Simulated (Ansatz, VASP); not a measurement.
**Two plane-wave programs on Cd3Se2S**

The input INCAR:

```
SYSTEM = Cd3Se2S
ALGO = Normal
EDIFF = 1E-7
ENCUT = 520
GGA = PE
ISIF = 2
ISMEAR = 0
LASPH = .TRUE.
LCHARG = .TRUE.
LELF = .TRUE.
LREAL = .FALSE.
LVHAR = .TRUE.
LWAVE = .FALSE.
NBANDS = 36
NELM = 80
PREC = Accurate
SIGMA = 0.1
```

Contents of KPOINTS:

```
k-points
0
G
  6 6 2
  0 0 0
```

File POSCAR:

```
Cd3Se2S
1.0
    4.1545526200      0.0000000000      0.0000000000
   -2.0772763100      3.5979481100      0.0000000000
    0.0000000000      0.0000000000     10.1765340200
Cd Se S
3 2 1
Direct
    0.0000000000      0.0000000000      0.0000000000
    0.6666666700      0.3333333300      0.3333333300
    0.3333333300      0.6666666700      0.6666666700
    0.6666666700      0.3333333300      0.0833333300
    0.0000000000      0.0000000000      0.7500000000
    0.3333333300      0.6666666700      0.4166666700
```

Input for Ansatz:

```yaml
crystal:
  lattice:
    - [4.15455262, 0.0, 0.0]
    - [-2.07727631, 3.59794811, 0.0]
    - [0.0, 0.0, 10.17653402]
  atoms:
    - { symbol: Cd, position: [0.0, 0.0, 0.0] }
    - { symbol: Cd, position: [0.66666667, 0.33333333, 0.33333333] }
    - { symbol: Cd, position: [0.33333333, 0.66666667, 0.66666667] }
    - { symbol: Se, position: [0.66666667, 0.33333333, 0.08333333] }
    - { symbol: Se, position: [0.0, 0.0, 0.75] }
    - { symbol: S, position: [0.33333333, 0.66666667, 0.41666667] }
basis:
  ecutwfc: 420
kpoints:
  mp_grid: { grid: [6, 6, 2] }
hamiltonian:
  xc: pbe
scf:
  occupations: { method: gaussian, width: 0.1 }
  lower_state_search: "off"
output:
  forces: true
  stress: true
  eigenvalues: true
```

Alike in both runs: task single point; functional PBE; k mesh 6 × 6 × 2; occupations gaussian, width 0.1 eV; no spin polarisation.

|  | VASP | Ansatz |
| --- | --- | --- |
| version | VASP 6.6.1 | Ansatz 0.2.0 |
| potentials or method | VASP PAW PBE potentials, release 64 (Cd, Se, S), cutoff 520 eV | scalar-relativistic, plane waves, PAW |
| valence electrons in the cell | 54 | 98 |

|  | VASP | Ansatz | Ansatz less VASP |
| --- | --- | --- | --- |
| gap on the k mesh at the Fermi level (eV) | 0.89 | 0.88 | -0.005 |
| least direct gap on the mesh (eV) | 0.89 | 0.88 | -0.005 |
| pressure (GPa) | 7.8 | 7.4 | -0.45 |
| traceless stress, the component that is largest in VASP (GPa) | -0.07 | -0.07 | +0.001 |
| rms of the force components (eV/Å) | 0.219 | 0.214 | -0.0048 |

Atom by atom the forces differ by 0.005 eV/Å (rms over components). VASP's potentials hold 54 valence electrons a cell and Ansatz's 98, so a difference there can come from the potentials and not from the codes.
